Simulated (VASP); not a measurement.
# CoO: single point with PBE

CoO:

```
CELL_PARAMETERS angstrom
0.00000 2.13150 2.13150
2.13150 0.00000 2.13150
2.13150 2.13150 0.00000
ATOMIC_POSITIONS crystal
Co 0.00000 0.00000 0.00000
O 0.50000 0.50000 0.50000
```

```
Program             : VASP 6.6.1
Task                : single point
Functional          : PBE
Potentials or basis : VASP PAW PBE potentials, release 64 (Co_sv, O)
Cutoff              : 600 eV
k mesh              : 11 × 11 × 11
Occupations         : fermi-dirac, width 0.05 eV
Spin                : collinear spin, ferromagnetic start
Starting moments    : [3.5, 0.0] μB
```

The pressure is -4.8 GPa and the net moment is 2.92 μB per cell. The site moments are Co +2.52; O +0.29 μB and the valence electrons inside the program's atomic spheres are Co 14.87; O 4.98.

Levels at points of the mesh, in eV from the Fermi level:
Spin up:
| k point | band 10 | band 11 | band 12 | band 13 | band 14 | band 15 | band 16 | band 17 |
| --- | --- | --- | --- | --- | --- | --- | --- | --- |
| (0.00, 0.00, 0.00) | -3.15 | -3.08 | -3.08 | -3.08 | 0.91 | 16.75 | 18.01 | 18.01 |
Spin down:
```
           k point  band 7  band 8  band 9  band 10  band 11  band 12  band 13  band 14
(0.00, 0.00, 0.00)   -2.61   -2.61   -1.10    -1.10    -1.10     0.09     0.09     1.45
```

Run time: 36 s on 1 thread of Intel(R) Xeon(R) Platinum 8375C CPU @ 2.90GHz (Ice Lake), on a shared host, peak memory 0.17 GiB.

Caveat: a cell with one magnetic atom can't hold antiferromagnetic order, which such compounds often take; semilocal functionals often make such compounds metallic where correlation or magnetic order opens a gap, which also shifts bond lengths. With open d or f shells a metallic result of PBE can be an artefact of self-interaction; +U or a hybrid may open a gap.
